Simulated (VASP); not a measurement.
# Bi6Te (P1) in VASP: relaxation of cell and atoms with PBE

Aim: the relaxation of cell and atoms of Bi6Te with PBE.

Everything below comes from runs of VASP 6.6.1. Logs are shortened: lines on timing, memory, paths and dates and some standing lists are left out, and cuts for length are marked.

### Step 1. The cell of the first run

The typed cell holds 7 atoms: a = 4.517 Å, b = 4.517 Å, c = 14.012 Å, α = 90.67°, β = 88.40°, γ = 119.06°.

### Step 2. Relaxation of cell and atoms, PBE

INCAR reads:

```
PREC = Accurate ; ENCUT = 600
EDIFF = 1E-6 ; ISMEAR = 0
SIGMA = 0.2 ; LREAL = False
LASPH = True ; NELM = 60
ALGO = Fast ; ISIF = 3
LWAVE = False ; LCHARG = False
GGA = PE ; IBRION = 2
NSW = 80 ; EDIFFG = -0.025
```

KPOINTS reads:

```
regular mesh
0
Gamma
  6 6 2
```

POSCAR reads:

```
Bi6Te
1.0
    4.5167439335      0.0373648702      0.0621803508
   -2.2260130400      3.9298184016     -0.0262682440
    0.1982069610      0.0177482741     14.0105322614
Bi Te
6 1
Direct
   -0.0021125333     -0.0046992951      0.2858699952
    0.3346207617      0.6744259350      0.4309670630
    0.9887586950      1.0133946273      0.7172027326
    0.6620217289      0.3310832315      0.5655050873
    0.3603087701      0.6617352026      0.8504356269
    0.6739384504      0.3261875335      0.1454931708
   -0.0175358728      0.9978727652      0.0045263242
```

Potentials or basis: VASP PAW PBE potentials, release 64 (Bi_d, Te).

Launch:

```
> cat potpaw_PBE.64/Bi_d/POTCAR potpaw_PBE.64/Te/POTCAR > POTCAR
> mpirun -np 1 vasp_std > vasp.out
```

OUTCAR:

```text
PREC = Accurate
   ENCUT = 600
   EDIFF = 1E-6
   ISMEAR = 0
   LREAL = False
   LASPH = True
   NELM = 60
   ISIF = 3
   GGA = PE
   IBRION = 2
   NSW = 80
   EDIFFG = -0.025

 ion  position               nearest neighbor table
   1  0.998  0.995  0.286-   6 3.26   2 3.27   6 3.28   6 3.30   2 3.31   2 3.37
   2  0.335  0.674  0.431-   4 3.21   4 3.22   4 3.26   1 3.27   1 3.31   1 3.37
   3  0.989  0.013  0.717-   5 3.08   5 3.19   4 3.33   4 3.36   5 3.41   4 3.43
   4  0.662  0.331  0.566-   2 3.21   2 3.22   2 3.26   3 3.33   3 3.36   3 3.43
   5  0.360  0.662  0.850-   3 3.08   3 3.19   7 3.31   7 3.40   3 3.41   7 3.48
   6  0.674  0.326  0.145-   7 3.13   1 3.26   1 3.28   1 3.30   7 3.31   7 3.41
   7  0.982  0.998  0.005-   6 3.13   6 3.31   5 3.31   5 3.40   6 3.41   5 3.48

  LATTYP: Found a triclinic cell.
 ALAT       =     7.7861280012
 B/A-ratio  =     0.5800775511
 C/A-ratio  =     2.0880297661
 COS(alpha) =     0.0021579211
 COS(beta)  =     0.2593441838
 COS(gamma) =     0.8618550192

  Lattice vectors:

 A1 = (  -6.7427569735,   3.8924535314,  -0.0884485948)
 A2 = (  -2.2260130400,   3.9298184016,  -0.0262682440)
 A3 = (  -7.0056817880,  -4.0222964161, -14.1086247190)

Analysis of symmetry for initial positions (statically):
=====================================================================
 Subroutine PRICEL returns:
 Original cell was already a primitive cell.

 Routine SETGRP: Setting up the symmetry group for a
 triclinic supercell.

 Subroutine GETGRP returns: Found  1 space group operations
 (whereof  1 operations were pure point group operations)
 out of a pool of  2 trial point group operations.

The static configuration has the point symmetry C_1 .

Analysis of symmetry for dynamics (positions and initial velocities):
=====================================================================
 Subroutine PRICEL returns:
 Original cell was already a primitive cell.

 Routine SETGRP: Setting up the symmetry group for a
 triclinic supercell.

 Subroutine GETGRP returns: Found  1 space group operations
 (whereof  1 operations were pure point group operations)
 out of a pool of  2 trial point group operations.

The dynamic configuration has the point symmetry C_1 .

 Subroutine INISYM returns: Found  1 space group operations
 (whereof  1 operations are pure point group operations),
 and found     1 'primitive' translations

----------------------------------------------------------------------------------------

                                     Primitive cell

  volume of cell :     249.8031

  direct lattice vectors                    reciprocal lattice vectors
     4.516743933  0.037364870  0.062180351     0.220410887  0.124828019 -0.003276282
    -2.226013040  3.929818402 -0.026268244    -0.002091240  0.253278172 -0.000291263
     0.198206961  0.017748274 14.010532261    -0.000982130 -0.000079132  0.071388870

  length of vectors
     4.517326454  4.516558064 14.011945448     0.253325339  0.253286973  0.071395670

  position of ions in fractional coordinates (direct lattice)
     0.997887467  0.995300705  0.285869995
     0.334620762  0.674425935  0.430967063
     0.988758695  0.013394627  0.717202733
     0.662021729  0.331083232  0.565505087
     0.360308770  0.661735203  0.850435627
     0.673938450  0.326187533  0.145493171
     0.982464127  0.997872765  0.004526324

  ion indices of the primitive-cell ions
   primitive index   ion index
                 1           1
                 2           2
                 3           3
                 4           4
                 5           5
                 6           6
                 7           7

----------------------------------------------------------------------------------------

 KPOINTS: regular mesh

Automatic generation of k-mesh.
 Grid dimensions read from file:
 generate k-points for:    6    6    2

 Generating k-lattice:

  Cartesian coordinates                     Fractional coordinates (reciprocal lattice)
     0.036735148  0.020804670 -0.000546047     0.166666667 -0.000000000 -0.000000000
    -0.000348540  0.042213029 -0.000048544    -0.000000000  0.166666667 -0.000000000
    -0.000491065 -0.000039566  0.035694435     0.000000000 -0.000000000  0.500000000

  Length of vectors
     0.042220890  0.042214495  0.035697835

  Shift w.r.t. Gamma in fractional coordinates (k-lattice)
     0.000000000  0.000000000  0.000000000

 Subroutine IBZKPT returns following result:
 ===========================================

 Found     40 irreducible k-points:

 Following reciprocal coordinates:
            Coordinates               Weight
  0.000000  0.000000  0.000000      1.000000
  0.166667 -0.000000  0.000000      2.000000
  0.333333 -0.000000 -0.000000      2.000000
  0.500000 -0.000000 -0.000000      1.000000
  0.000000  0.166667 -0.000000      2.000000
  0.166667  0.166667  0.000000      2.000000
[... 16 lines left out ...]
  0.333333 -0.000000  0.500000      2.000000
  0.500000 -0.000000  0.500000      1.000000
 [... further k-points ...]
   k-points           NKPTS =     40   k-points in BZ     NKDIM =     40   number of bands    NBANDS=     57
   number of dos      NEDOS =    301   number of ions     NIONS =      7
   total plane-waves  NPLWV = 145152
   dimension x,y,z NGX =    36 NGY =   36 NGZ =  112
   dimension x,y,z NGXF=    72 NGYF=   72 NGZF=  224
   ions per type =               6   1
   NGX,Y,Z   is equivalent  to a cutoff of  13.25, 13.25, 13.29 a.u.
   NGXF,Y,Z  is equivalent  to a cutoff of  26.50, 26.50, 26.58 a.u.
 SYSTEM =  unknown system
   PREC   = accura    normal or accurate (medium, high low for compatibility)
   ISTART =      0    job   : 0-new  1-cont  2-samecut
   ICHARG =      2    charge: 1-file 2-atom 10-const
   ISPIN  =      1    spin polarized calculation?
   LNONCOLLINEAR =      F non collinear calculations
   LSORBIT =      F    spin-orbit coupling
   LASPH  =      T    aspherical Exc in radial PAW
   ENCUT  =  600.0 eV  44.10 Ry    6.64 a.u.   9.02  9.02 27.99*2*pi/ulx,y,z
   NELM   =     60;   NELMIN=  2; NELMDL= -5     # of ELM steps
   EDIFF  = 0.1E-05   stopping-criterion for ELM
   LREAL  =      F    real-space projection
   EDIFFG = -.3E-01   stopping-criterion for IOM
   NSW    =     80    number of steps for IOM
   IBRION =      2    ionic relax: 0-MD 1-quasi-New 2-CG
   NFREE  =      1    steps in history (QN), initial steepest desc. (CG)
   ISIF   =      3    stress and relaxation
   ISYM   =      2    0-nonsym 1-usesym 2-fastsym
   POTIM  = 0.5000    time-step for ionic-motion
   TEBEG  =    0.0;   TEEND  =   0.0 temperature during run
   PSTRESS=    0.0 pullay stress
   NELECT =      96.0000    total number of electrons
   NUPDOWN=      -1.0000    fix difference up-down
   EMIN   =  10.00;   EMAX   =-10.00  energy-range for DOS
   EFERMI =   0.00;   METHOD = LEGACY
   ISMEAR =     0;   SIGMA  =   0.20  broadening in eV -4-tet -1-fermi 0-gaus
   EFERMI_NEDOS =   21; number of points for ismear=-14 and -15
   IALGO  =     68    algorithm
   IMIX   =      4    mixing-type and parameters
     AMIX     =   0.40;   BMIX     =  1.00
     AMIX_MAG =   1.60;   BMIX_MAG =  1.00
  volume/ion in A,a.u.               =      35.69       240.82
  Fermi-wavevector in a.u.,A,eV,Ry     =   1.190235  2.249218 19.274815  1.416659
  Thomas-Fermi vector in A             =   2.326324
   LORBIT       =      0    0 simple, 1 ext, 2 COOP (PROOUT), +10 PAW based schemes
   GGA     = PE    functional components
   LHFCALC =     F    Hartree Fock is set to
   AEXX    =    0.0000 exact exchange contribution
   IVDW    =     0    specifies the selected vdW correction
   LEPSILON=     F    determine dielectric tensor
   LRPA    =     F    only Hartree local field effects (RPA)
 conjugate gradient relaxation of ions
 non-spin polarized calculation
 RMM-DIIS sequential band-by-band and
 Gauss-broadening in eV      SIGMA  =   0.20
  energy-cutoff  :      600.00
  volume of cell :      249.80
 maximum number of plane-waves:      8372
   NGX = 19   NGY = 19   NGZ = 55

--------------------------------------- Ionic step        1  -------------------------------------------

 number of electron      95.9999997 magnetization

 Free energy of the ion-electron system (eV)
  ---------------------------------------------------
  ext. energy  EPLUGINS =         0.00000000
  ---------------------------------------------------
  free energy    TOTEN  =       -26.10301001 eV

  energy without entropy =      -26.00782570  energy(sigma->0) =      -26.05541785

------------------------ aborting loop because EDIFF is reached ----------------------------------------

  FORCE on cell =-STRESS in cart. coord.  units (eV):
  Direction    XX          YY          ZZ          XY          YZ          ZX
  --------------------------------------------------------------------------------------
  -------------------------------------------------------------------------------------
  Total       -0.2552030     -0.9393325      0.0056526      0.4504337     -0.3340343     -0.9922557
  in kB       -1.6368114     -6.0246549      0.0362544      2.8889744     -2.1424168     -6.3640917
  external PRESSURE =      -2.5417373 kB  Pullay stress =       0.0000000 kB
[... 104 lines left out ...]
  FREE ENERGIE OF THE ION-ELECTRON SYSTEM (eV)
  ---------------------------------------------------
  free  energy   TOTEN  =       -26.1584790550 eV

  energy  without entropy=      -26.0640982746  energy(sigma->0) =      -26.11128866

[... ionic steps 4 to 10 ...]

--------------------------------------- Ionic step       11  -------------------------------------------

 number of electron      96.0000009 magnetization

------------------------ aborting loop because EDIFF is reached ----------------------------------------
[... 77 lines left out ...]
--------------------------------------- Ionic step       13  -------------------------------------------

 number of electron      96.0000010 magnetization

 Free energy of the ion-electron system (eV)
  ---------------------------------------------------
  ext. energy  EPLUGINS =         0.00000000
  ---------------------------------------------------
  free energy    TOTEN  =       -26.20280253 eV

  energy without entropy =      -26.10728745  energy(sigma->0) =      -26.15504499

 E-fermi :   6.1199     XC(G=0):  -9.4648

 val. band max:        6.1093053413   @ k =   0.5000   0.5000  -0.0000
 cond. band min:       6.1217927350   @ k =  -0.0000   0.3333  -0.0000
 fundamental gap:      0.0124873937
 Fermi energy:         6.1199109508

 k-point     1 :       0.0000    0.0000    0.0000
  band No.  band energies     occupation
      1     -16.7685      2.00000
      2     -16.7637      2.00000
      3     -16.7602      2.00000
      4     -16.7559      2.00000
      5     -16.7148      2.00000
      6     -16.7101      2.00000
[... 1429 lines left out ...]
     56      10.0157      0.00000
     57      10.0265      0.00000

 [... further k-points ...]

------------------------ aborting loop because EDIFF is reached ----------------------------------------

  FORCE on cell =-STRESS in cart. coord.  units (eV):
  Direction    XX          YY          ZZ          XY          YZ          ZX
  --------------------------------------------------------------------------------------
  -------------------------------------------------------------------------------------
  Total        0.1249909     -0.0519398      0.0216602      0.0051168     -0.0250145      0.0357900
  in kB        0.8111813     -0.3370853      0.1405729      0.0332073     -0.1623424      0.2322742
  external PRESSURE =       0.2048896 kB  Pullay stress =       0.0000000 kB
[... 22 lines left out ...]
  FREE ENERGIE OF THE ION-ELECTRON SYSTEM (eV)
  ---------------------------------------------------
  free  energy   TOTEN  =       -26.2028025331 eV

  energy  without entropy=      -26.1072874508  energy(sigma->0) =      -26.15504499

 reached required accuracy - stopping structural energy minimisation
```

It took 2 h on 1 thread of Oxide Virtual Turin-like, shared host; peak memory 0.73 GiB.

Results:

- Free energy: -26.2028 eV
- Relaxed volume: 35.27 Å³/atom
- Relaxed cell: a = 4.510 Å, b = 4.467 Å, c = 14.168 Å, α = 89.39°, β = 89.85°, γ = 120.11°
- Space group after relaxing (to 0.1 Å): C2/m (No. 12)
- Energy gained by relaxing: 14.3 meV/atom
- Ionic steps: 13
- Pressure after relaxing: 0.0 GPa
- Largest force after relaxing: 0.023 eV/Å
- Band gap on the k mesh: zero (bands 48 and 49 overlap by 0.81 eV)

Forces on the atoms (eV/Å):
```
Bi  -0.011 -0.016 -0.006
Bi   0.006  0.016  0.000
Bi  -0.005  0.017  0.003
Bi  -0.005 -0.022  0.002
Bi   0.007 -0.017 -0.005
Bi   0.004  0.008 -0.005
Te   0.005  0.014  0.011
```

Step by step:
| step | energy change (eV) | largest force (eV/Å) | pressure (GPa) | volume (Å³) |
| --- | --- | --- | --- | --- |
| 1 | 0.0000 | 0.5510 | -0.25 | 249.80 |
| 2 | -0.0427 | 0.3751 | -0.01 | 247.74 |
| 3 | -0.0555 | 0.2602 | 0.27 | 245.89 |
| 4 | -0.0784 | 0.1665 | -0.09 | 247.42 |
| 5 | -0.0877 | 0.1207 | -0.42 | 249.00 |
| 6 | -0.0934 | 0.0703 | 0.30 | 245.12 |
| 7 | -0.0943 | 0.0833 | 0.10 | 246.17 |
| 8 | -0.0964 | 0.0579 | 0.06 | 246.36 |
| 9 | -0.0980 | 0.0440 | 0.03 | 246.64 |
| 10 | -0.0982 | 0.0469 | 0.03 | 246.75 |
| 11 | -0.0990 | 0.0303 | -0.06 | 247.21 |
| 12 | -0.0991 | 0.0283 | -0.06 | 247.34 |
| 13 | -0.0998 | 0.0231 | 0.02 | 246.87 |

Final structure:
```
Bi Te
1.0
     4.50981    0.00774    0.00511
    -2.24735    3.86021    0.02387
     0.01967    0.09973   14.16738
Bi Te
6 1
Cartesian
  2.2653 3.8704 4.0253
  0.0182 2.6420 6.1720
  0.0231 0.0996 10.1705
  2.2670 1.3362 8.0246
  0.0211 2.6659 12.0998
  2.2582 1.3035 2.1004
  2.2757 3.9531 14.1928
```

Levels at points of the mesh, in eV from the Fermi level:
| k point | band 45 | band 46 | band 47 | band 48 | band 49 | band 50 | band 51 | band 52 |
| --- | --- | --- | --- | --- | --- | --- | --- | --- |
| (0.00, 0.00, 0.00) | -0.26 | -0.24 | -0.16 | -0.03 | 0.01 | 1.19 | 1.32 | 1.36 |
| (0.50, 0.00, 0.00) | -1.76 | -1.71 | -1.32 | 0.02 | 0.45 | 0.55 | 0.97 | 1.56 |
| (0.00, 0.50, 0.00) | -1.86 | -1.79 | -1.40 | -0.03 | 0.36 | 0.52 | 0.86 | 1.55 |
| (0.50, 0.50, 0.00) | -1.80 | -1.72 | -1.33 | -0.01 | 0.42 | 0.55 | 0.94 | 1.56 |
| (0.00, 0.00, 0.50) | -0.62 | -0.55 | 0.33 | 0.34 | 0.48 | 0.53 | 0.73 | 0.88 |
| (0.50, 0.00, 0.50) | -1.15 | -1.04 | -0.92 | -0.85 | 0.09 | 0.51 | 1.89 | 1.98 |
| (0.00, 0.50, 0.50) | -1.11 | -1.08 | -1.02 | -0.95 | -0.02 | 0.51 | 1.84 | 1.88 |
| (0.50, 0.50, 0.50) | -1.15 | -1.08 | -0.93 | -0.88 | 0.07 | 0.51 | 1.85 | 1.97 |

Caveat: spin-orbit coupling is left out, which moves the levels of the heavy elements.
